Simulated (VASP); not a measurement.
Wanted: the native input for a VASP 6.6.1 run.

* Task: single point
* Functional: r2SCAN
* Potentials or basis: VASP PAW PBE potentials, release 64 (Hf_pv, O)
* Cutoff: 520 eV
* k mesh: 6 × 6 × 6
* Occupations: gaussian, width 0.02 eV
* Spin: no spin polarisation
* Dipole correction: no
* Further INCAR settings: ALGO = Normal; EDIFF = 1e-06; NBANDS = 31

The system is HfO2.

```xyz
6
Lattice="3.5352 0.0000 0.0000 0.0000 3.5352 0.0000 0.0000 0.0000 5.0897" Properties=species:S:1:pos:R:3 pbc="T T T"
Hf    1.7676    1.7676    2.5448
Hf    0.0000    0.0000    0.0000
O     0.0000    1.7676    3.5936
O     1.7676    0.0000    4.0409
O     1.7676    0.0000    1.4961
O     0.0000    1.7676    1.0488
```

These files were run (other wordings do the same):

POSCAR

```
HfO2
1.0
    3.5352174680      0.0000000000      0.0000000000
    0.0000000000      3.5352174680      0.0000000000
    0.0000000000      0.0000000000      5.0896642718
Hf O
2 4
Direct
    0.5000000000      0.5000000000      0.5000000000
    0.0000000000      0.0000000000      0.0000000000
    0.0000000000      0.5000000000      0.7060606536
    0.5000000000      0.0000000000      0.7939393464
    0.5000000000      0.0000000000      0.2939393464
    0.0000000000      0.5000000000      0.2060606536
```

INCAR.step1

```
SYSTEM = HfO2
PREC     = Accurate       ! precision mode
ENCUT    = 520            ! plane-wave cutoff, eV
ISMEAR   = 0              ! smearing method
SIGMA    = 0.02           ! smearing width, eV
LREAL    = .False.        ! projectors in reciprocal space
LASPH    = .True.         ! aspherical terms in the spheres
NELM     = 100            ! most SCF steps
NBANDS   = 31             ! bands
GGA      = PE             ! functional
ALGO     = Normal         ! electronic algorithm
EDIFF    = 1E-4           ! SCF threshold, eV
LWAVE    = .True.         ! write WAVECAR
LCHARG   = .False.        ! write CHGCAR
```

INCAR.step2

```
SYSTEM = HfO2
PREC     = Accurate       ! precision mode
ENCUT    = 520            ! plane-wave cutoff, eV
EDIFF    = 1E-6           ! SCF threshold, eV
ISMEAR   = 0              ! smearing method
SIGMA    = 0.02           ! smearing width, eV
LREAL    = .False.        ! projectors in reciprocal space
LASPH    = .True.         ! aspherical terms in the spheres
NELM     = 100            ! most SCF steps
ALGO     = Normal         ! electronic algorithm
ISIF     = 2              ! what is computed and relaxed
LWAVE    = .False.        ! write WAVECAR
LCHARG   = .False.        ! write CHGCAR
METAGGA  = R2SCAN         ! meta-GGA
LMIXTAU  = .True.       
NBANDS   = 31             ! bands
ISTART   = 1
```

KPOINTS

```
Automatic mesh
0
Gamma
  6 6 6
  0 0 0
```

Potentials or basis: VASP PAW PBE potentials, release 64 (Hf_pv, O).

The run is started by

```sh
$ cat potpaw_PBE.64/Hf_pv/POTCAR potpaw_PBE.64/O/POTCAR > POTCAR
$ cp INCAR.step1 INCAR
$ mpirun -np 1 vasp_std > vasp.out
$ cp INCAR.step2 INCAR
$ mpirun -np 1 vasp_std > vasp.out
```

Results of the run:

```yaml
Pressure: 6.0 GPa
Largest_force: 0.053 eV/Å
Band_gap_on_the_k_mesh: 5.21 eV, indirect (least direct gap 5.35 eV)
```

Caveat: the PAW data sets were made with another functional, which shifts forces and pressure a little; spin-orbit coupling is left out, which moves the levels of the heavy elements.

Wall time 2.8 min on 1 thread of Intel(R) Xeon(R) Platinum 8488C (Sapphire Rapids), with other jobs on the host, peak memory 0.21 GiB.
